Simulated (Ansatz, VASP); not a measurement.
AlN in VASP and in Ansatz

File INCAR:

```
SYSTEM = AlN
ALGO = Normal
EDIFF = 1E-6
EDIFFG = -0.01
ENCUT = 600
GGA = PE
IBRION = 2
ISIF = 3
ISMEAR = 0
LASPH = .True.
LCHARG = .False.
LREAL = .False.
LWAVE = .False.
NELM = 100
NSW = 100
PREC = Accurate
SIGMA = 0.02
```

The input KPOINTS:

```
k-points
0
Gamma
  10 10 6
  0 0 0
```

Contents of POSCAR:

```
AlN
1.0
    2.6924269561      0.0000000000      0.0000000000
    0.0000000000      2.6924269561      0.0000000000
    0.0000000000      0.0000000000      4.5240706379
Al N
1 1
Direct
    0.5000000000      0.5000000000      0.0000000000
    0.0000000000      0.0000000000      0.0000000000
```

Input for Ansatz:

```yaml
crystal:
  lattice:
    - [2.6924269561, 0.0, 0.0]
    - [0.0, 2.6924269561, 0.0]
    - [0.0, 0.0, 4.5240706379]
  atoms:
    - { symbol: Al, position: [0.5, 0.5, 0.0] }
    - { symbol: "N", position: [0.0, 0.0, 0.0] }
basis:
  ecutwfc: 420
kpoints:
  mp_grid: { grid: [10, 10, 6] }
hamiltonian:
  xc: pbe
scf:
  occupations: { method: gaussian, width: 0.02 }
output:
  forces: true
  stress: true
  eigenvalues: true
relax:
  adjacent_minimum: "off"
  f_tol: 0.01
  max_steps: 80
  cell: { stress_tol: 0.05 }
```

Change from the starting cell: species swapped into the SnO type (P4/nmm, No. 129).

Alike in both runs: task relaxation of cell and atoms; functional PBE; k mesh 10 × 10 × 6; occupations gaussian, width 0.02 eV; no spin polarisation.

|  | VASP | Ansatz |
| --- | --- | --- |
| version | VASP 6.6.1 | Ansatz 0.2.0 |
| potentials or method | VASP PAW PBE potentials, release 64 (Al, N), cutoff 600 eV | scalar-relativistic, plane waves, PAW |
| valence electrons in the cell | 8 | 8 |

Ansatz gave:

| Item | Value |
| --- | --- |
| gap on the k mesh at the Fermi level, each at its own relaxed structure (eV) | 0.93 |
| relaxed volume (Å³/atom) | 18.05 |
| relaxed cell length with the largest relative difference (Å) | 4.981 |

Task: Estimate VASP's values.

Result: gap on the k mesh at the Fermi level, each at its own relaxed structure (eV): 0.83; relaxed volume (Å³/atom): 17.05; relaxed cell length with the largest relative difference (Å): 4.707.

One of these differences is far larger than is usual between the two programs; its cause wasn't traced.
